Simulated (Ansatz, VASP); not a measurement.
**Two plane-wave programs on La2O3**

Contents of INCAR:

```
PREC = Accurate
ENCUT = 520
EDIFF = 1E-7
ISMEAR = 0
SIGMA = 0.02
LREAL = F
LASPH = T
NELM = 60
ALGO = Normal
ISIF = 2
LWAVE = F
LCHARG = F
GGA = PE
NBANDS = 28
```

KPOINTS

```
regular mesh
0
Gamma
  6 6 8
```

The input POSCAR:

```
La2O3
1.0
    6.3717259911      0.0000000000      0.0000000000
   -3.1858629956      5.5180765743      0.0000000000
    0.0000000000      0.0000000000      3.2867434177
La O
2 3
Direct
    0.3333333333      0.6666666667      0.5000000000
    0.6666666667      0.3333333333      0.5000000000
    0.4999803106      0.4999803106      0.0000000000
    0.0000000000      0.5000196894      0.0000000000
    0.5000196894      0.0000000000      0.0000000000
```

Input for Ansatz:

```yaml
crystal:
  lattice:
    - [6.3717259911, 0.0, 0.0]
    - [-3.1858629956, 5.5180765743, 0.0]
    - [0.0, 0.0, 3.2867434177]
  atoms:
    - { symbol: La, position: [0.3333333333, 0.6666666667, 0.5] }
    - { symbol: La, position: [0.6666666667, 0.3333333333, 0.5] }
    - { symbol: O, position: [0.4999803106, 0.4999803106, 0.0] }
    - { symbol: O, position: [0.0, 0.5000196894, 0.0] }
    - { symbol: O, position: [0.5000196894, 0.0, 0.0] }
basis:
  ecutwfc: 420
kpoints:
  mp_grid: { grid: [6, 6, 8] }
  band_path:
    path:
      - [[0.0, 0.0, 0.0], [0.5, 0.0, 0.0], [0.33333333, 0.33333333, 0.0], [0.0, 0.0, 0.0], [0.0, 0.0, 0.5], [0.5, 0.0, 0.5], [0.33333333, 0.33333333, 0.5], [0.0, 0.0, 0.5]]
      - [[0.5, 0.0, 0.5], [0.5, 0.0, 0.0]]
      - [[0.33333333, 0.33333333, 0.5], [0.33333333, 0.33333333, 0.0]]
    npoints: 14
hamiltonian:
  xc: pbe
scf:
  occupations: { method: gaussian, width: 0.02 }
  n_extra_bands: 12
output:
  forces: true
  stress: true
  eigenvalues: true
  populations: true
  dos: { projected: true, de: 0.02, nscf_kmesh: { grid: [9, 9, 12] } }
  bader: true
  write_density: true
  write_potential: true
  elf: true
  volumetric_format: npy
```

Alike in both runs: task single point; functional PBE; k mesh 6 × 6 × 8; occupations gaussian, width 0.02 eV; no spin polarisation.

```csv
,VASP,Ansatz
version,VASP 6.6.1,Ansatz 0.2.0
potentials or method,"VASP PAW PBE potentials, release 64 (La, O), cutoff 520 eV","scalar-relativistic, plane waves, PAW"
valence electrons in the cell,40,40
```

```csv
,VASP,Ansatz,Ansatz less VASP
gap on the k mesh at the Fermi level (eV),1.64,1.62,-0.013
least direct gap on the mesh (eV),2.07,2.07,-0.002
pressure (GPa),-0.2,0.0,+0.21
```

With one functional, cell and mesh, what is left measures potentials, basis and numerics. Ansatz's warnings: xc potential rough in thin density.

Spin-orbit coupling is off throughout.
